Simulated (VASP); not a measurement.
A run of VASP 6.6.1 is set up as follows.

INCAR

```
PREC = Accurate ; ENCUT = 520
EDIFF = 1E-7 ; ISMEAR = 0
SIGMA = 0.05 ; LREAL = F
LASPH = T ; NELM = 100
ALGO = Fast ; ISIF = 2
LWAVE = F ; LCHARG = F
GGA = PS ; NBANDS = 22
```

Contents of KPOINTS:

```
regular mesh
0
Gamma
  10 10 14
```

POSCAR

```
Hf
1.0
    4.8504297846      0.0000000000      0.0000000000
   -2.4252148923      4.2005954127      0.0000000000
    0.0000000000      0.0000000000      3.0217010163
Hf
3
Direct
    0.6666666667      0.3333333333      0.5000000000
    0.3333333333      0.6666666667      0.5000000000
    0.0000000000      0.0000000000      0.0000000000
```

Potentials or basis: VASP PAW PBE potentials, release 64 (Hf_pv).

Command:

```sh
$ cat potpaw_PBE.64/Hf_pv/POTCAR > POTCAR
$ mpirun -np 1 vasp_std > vasp.out
```

(1) Predict the band gap on the k mesh.

(2) Estimate the pressure.

Results:

(1) zero (bands 15 and 16 overlap by 0.98 eV).

(2) 4.7 GPa.

Caveat: the cell stands under pressure; the PAW data sets were made with another functional, which shifts forces and pressure a little; spin-orbit coupling is left out, which moves the levels of the heavy elements.
